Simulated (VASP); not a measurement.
# ZnSe (F-43m) in VASP: further runs

The runs below take ZnSe through single point, with PBE.

Everything below comes from runs of VASP 6.6.1. Logs are shortened: lines on timing, memory, paths and dates and some standing lists are left out, and cuts for length are marked.

### Step 1. The cell of the first run

It takes space group F-43m (No. 216, cubic). Conventional cell: a = 5.732 Å, b = 5.732 Å, c = 5.732 Å, α = 90.00°, β = 90.00°, γ = 90.00°. Within 3.3 Å of Zn (site symmetry -43m) lie 4 Se at 2.48 Å. Within 3.3 Å of Se (site symmetry -43m) lie 4 Zn at 2.48 Å.

### Step 2. Single point, PBE

INCAR

```
PREC = Accurate ; ENCUT = 520
EDIFF = 1E-6 ; ISMEAR = 0
SIGMA = 0.02 ; LREAL = F
LASPH = T ; NELM = 60
ALGO = Normal ; ISIF = 2
LWAVE = F ; LCHARG = T
GGA = PE ; LELF = T
LVHAR = T ; NBANDS = 16
```

KPOINTS

```
Automatic mesh
0
Gamma
  8 8 8
```

POSCAR

```
ZnSe
1.0
    0.0000000000      2.8658805321      2.8658805321
    2.8658805321      0.0000000000      2.8658805321
    2.8658805321      2.8658805321      0.0000000000
Zn Se
1 1
Direct
    0.0000000000      0.0000000000      0.0000000000
    0.2500000000      0.2500000000      0.2500000000
```

Potentials or basis: VASP PAW PBE potentials, release 64 (Zn, Se).

Launch:

```sh
$ cat potpaw_PBE.64/Zn/POTCAR potpaw_PBE.64/Se/POTCAR > POTCAR
$ mpirun -np 1 vasp_std > vasp.out
```

OUTCAR:

```text
PREC = Accurate
   ENCUT = 520
   EDIFF = 1E-6
   ISMEAR = 0
   LREAL = F
   LASPH = T
   NELM = 60
   ISIF = 2
   GGA = PE

 ion  position               nearest neighbor table
   1  0.000  0.000  0.000-   2 2.48   2 2.48   2 2.48   2 2.48
   2  0.250  0.250  0.250-   1 2.48   1 2.48   1 2.48   1 2.48

  LATTYP: Found a face centered cubic cell.
 ALAT       =     5.7317610642

  Lattice vectors:

 A1 = (   0.0000000000,   2.8658805321,   2.8658805321)
 A2 = (   2.8658805321,   0.0000000000,   2.8658805321)
 A3 = (   2.8658805321,   2.8658805321,   0.0000000000)

Analysis of symmetry for initial positions (statically):
=====================================================================
 Subroutine PRICEL returns:
 Original cell was already a primitive cell.

 Routine SETGRP: Setting up the symmetry group for a
 face centered cubic supercell.

 Subroutine GETGRP returns: Found 24 space group operations
 (whereof 24 operations were pure point group operations)
 out of a pool of 48 trial point group operations.

The static configuration has the point symmetry T_d .

Analysis of symmetry for dynamics (positions and initial velocities):
=====================================================================
 Subroutine PRICEL returns:
 Original cell was already a primitive cell.

 Routine SETGRP: Setting up the symmetry group for a
 face centered cubic supercell.

 Subroutine GETGRP returns: Found 24 space group operations
 (whereof 24 operations were pure point group operations)
 out of a pool of 48 trial point group operations.

The dynamic configuration has the point symmetry T_d .

 Subroutine INISYM returns: Found 24 space group operations
 (whereof 24 operations are pure point group operations),
 and found     1 'primitive' translations

----------------------------------------------------------------------------------------

                                     Primitive cell

  volume of cell :      47.0765

  direct lattice vectors                    reciprocal lattice vectors
     0.000000000  2.865880532  2.865880532    -0.174466449  0.174466449  0.174466449
     2.865880532  0.000000000  2.865880532     0.174466449 -0.174466449  0.174466449
     2.865880532  2.865880532  0.000000000     0.174466449  0.174466449 -0.174466449

  length of vectors
     4.052967117  4.052967117  4.052967117     0.302184754  0.302184754  0.302184754

  position of ions in fractional coordinates (direct lattice)
     0.000000000  0.000000000  0.000000000
     0.250000000  0.250000000  0.250000000

[... 76 lines left out ...]
   EDIFF  = 0.1E-05   stopping-criterion for ELM
   LREAL  =      F    real-space projection
   EDIFFG = 0.1E-04   stopping-criterion for IOM
   NSW    =      0    number of steps for IOM
   IBRION =     -1    ionic relax: 0-MD 1-quasi-New 2-CG
   NFREE  =      0    steps in history (QN), initial steepest desc. (CG)
   ISIF   =      2    stress and relaxation
   ISYM   =      2    0-nonsym 1-usesym 2-fastsym
   POTIM  = 0.5000    time-step for ionic-motion
   TEBEG  =    0.0;   TEEND  =   0.0 temperature during run
   PSTRESS=    0.0 pullay stress
   NELECT =      18.0000    total number of electrons
   NUPDOWN=      -1.0000    fix difference up-down
   EMIN   =  10.00;   EMAX   =-10.00  energy-range for DOS
   EFERMI =   0.00;   METHOD = LEGACY
   ISMEAR =     0;   SIGMA  =   0.02  broadening in eV -4-tet -1-fermi 0-gaus
   EFERMI_NEDOS =   21; number of points for ismear=-14 and -15
   IALGO  =     38    algorithm
   IMIX   =      4    mixing-type and parameters
     AMIX     =   0.40;   BMIX     =  1.00
     AMIX_MAG =   1.60;   BMIX_MAG =  1.00
  volume/ion in A,a.u.               =      23.54       158.84
  Fermi-wavevector in a.u.,A,eV,Ry     =   1.188222  2.245414 19.209678  1.411871
  Thomas-Fermi vector in A             =   2.324356
   LORBIT       =      0    0 simple, 1 ext, 2 COOP (PROOUT), +10 PAW based schemes
   GGA     = PE    functional components
   LHFCALC =     F    Hartree Fock is set to
   AEXX    =    0.0000 exact exchange contribution
   IVDW    =     0    specifies the selected vdW correction
   LEPSILON=     F    determine dielectric tensor
   LRPA    =     F    only Hartree local field effects (RPA)
 non-spin polarized calculation
 Gauss-broadening in eV      SIGMA  =   0.02
  energy-cutoff  :      520.00
  volume of cell :       47.08
 maximum number of plane-waves:      1287
   NGX = 15   NGY = 15   NGZ = 15

 number of electron      18.0000017 magnetization

 Free energy of the ion-electron system (eV)
  ---------------------------------------------------
  ext. energy  EPLUGINS =         0.00000000
  ---------------------------------------------------
  free energy    TOTEN  =        -6.03241763 eV

  energy without entropy =       -6.03241763  energy(sigma->0) =       -6.03241763

 E-fermi :   1.4157     XC(G=0):  -9.1683

 val. band max:        1.3294313295   @ k =   0.0000   0.0000   0.0000
 cond. band min:       2.4851391820   @ k =   0.0000   0.0000   0.0000
 fundamental gap:      1.1557078525
 Fermi energy:         1.4156588374

 k-point     1 :       0.0000    0.0000    0.0000
  band No.  band energies     occupation
      1     -11.7188      2.00000
      2      -5.0995      2.00000
      3      -5.0995      2.00000
      4      -5.0995      2.00000
      5      -4.7597      2.00000
      6      -4.7597      2.00000
[... 433 lines left out ...]
      3      -4.9690      2.00000
      4      -4.7867      2.00000
      5      -4.7527      2.00000
      6      -4.5659      2.00000
[... 8 lines left out ...]
     15      13.9528      0.00000
     16      14.7439      0.00000

 [... further k-points ...]

------------------------ aborting loop because EDIFF is reached ----------------------------------------

  FORCE on cell =-STRESS in cart. coord.  units (eV):
  Direction    XX          YY          ZZ          XY          YZ          ZX
  --------------------------------------------------------------------------------------
  -------------------------------------------------------------------------------------
  Total        0.0714380      0.0714380      0.0714380      0.0000000     -0.0000000      0.0000000
  in kB        2.4312839      2.4312839      2.4312839      0.0000000     -0.0000000      0.0000000
  external PRESSURE =       2.4312839 kB  Pullay stress =       0.0000000 kB

 VOLUME and BASIS-vectors are now :
 -----------------------------------------------------------------------------
  energy-cutoff  :      520.00
  volume of cell :       47.08
      direct lattice vectors                 reciprocal lattice vectors
     0.000000000  2.865880532  2.865880532    -0.174466449  0.174466449  0.174466449
     2.865880532  0.000000000  2.865880532     0.174466449 -0.174466449  0.174466449
     2.865880532  2.865880532  0.000000000     0.174466449  0.174466449 -0.174466449

 POSITION                                       TOTAL-FORCE (eV/Angst)
 -----------------------------------------------------------------------------------
      0.00000      0.00000      0.00000         0.000000     -0.000000     -0.000000
      1.43294      1.43294      1.43294        -0.000000      0.000000      0.000000
 -----------------------------------------------------------------------------------
    total drift:                               -0.000001     -0.000001     -0.000001

  FREE ENERGIE OF THE ION-ELECTRON SYSTEM (eV)
  ---------------------------------------------------
  free  energy   TOTEN  =        -6.0324176332 eV

  energy  without entropy=       -6.0324176332  energy(sigma->0) =       -6.03241763
```

stdout:

```text
POSCAR found type information on POSCAR ZnSe
 POSCAR found :  2 types and       2 ions
 scaLAPACK will be used
 LDA part: xc-table for (Slater+PW92), standard interpolation
 POSCAR, INCAR and KPOINTS ok, starting setup
 FFT: planning ... GRIDC
 FFT: planning ... GRID_SOFT
 FFT: planning ... GRID
 WAVECAR not read
 entering main loop
```

It took 26 s on 1 thread of AMD EPYC 7R43 (Zen 3), shared host; peak memory 0.14 GiB.

Results:

- Free energy: -6.0324 eV
- Pressure: 0.2 GPa
- Band gap on the k mesh: 1.16 eV, direct

Levels at points of the mesh, in eV from the valence-band top:
```tsv
k point	band 6	band 7	band 8	band 9	band 10	band 11	band 12	band 13
(0.00, 0.00, 0.00)	-6.09	0.00	0.00	0.00	1.16	5.81	5.81	5.81
(0.50, 0.00, 0.00)	-5.94	-5.02	-0.82	-0.82	2.48	6.38	6.38	8.48
(0.50, 0.50, 0.00)	-5.92	-4.61	-2.07	-2.07	3.06	3.46	10.50	11.02
```

A hybrid or GW would open this gap; PBE tends to underestimate it.

### Step 3. Single point, PBE

INCAR

```
SYSTEM = ZnSe
ALGO = Normal ; EDIFF = 1E-6
ENCUT = 520 ; GGA = PE
ISIF = 2 ; ISMEAR = 0
LASPH = .True. ; LCHARG = .False.
LREAL = .False. ; LWAVE = .False.
NBANDS = 16 ; NELM = 100
PREC = Accurate ; SIGMA = 0.02
```

KPOINTS

```
k-points
0
Gamma
  8 8 8
  0 0 0
```

POSCAR is that of step 2.

Potentials or basis: VASP PAW PBE potentials, release 64 (Zn, Se).

Launch:

```sh
$ cat potpaw_PBE.64/Zn/POTCAR potpaw_PBE.64/Se/POTCAR > POTCAR
$ mpirun -np 1 vasp_std > vasp.out
```

It took 27 s on 1 thread of AMD EPYC 7R43 (Zen 3), shared host; peak memory 0.14 GiB.

Results (log left out):

```yaml
Free_energy: -6.0324 eV
Pressure: 0.2 GPa
Band_gap_on_the_k_mesh: 1.16 eV, direct
```

Levels at points of the mesh, in eV from the valence-band top:
| k point | band 5 | band 6 | band 7 | band 8 | band 9 | band 10 | band 11 | band 12 | band 13 | band 14 |
| --- | --- | --- | --- | --- | --- | --- | --- | --- | --- | --- |
| (0.00, 0.00, 0.00) | -6.09 | -6.09 | 0.00 | 0.00 | 0.00 | 1.16 | 5.81 | 5.81 | 5.81 | 9.80 |
| (0.50, 0.00, 0.00) | -6.07 | -5.94 | -5.02 | -0.82 | -0.82 | 2.48 | 6.38 | 6.38 | 8.48 | 10.81 |
| (0.50, 0.50, 0.00) | -6.04 | -5.92 | -4.61 | -2.07 | -2.07 | 3.06 | 3.46 | 10.50 | 11.02 | 11.02 |
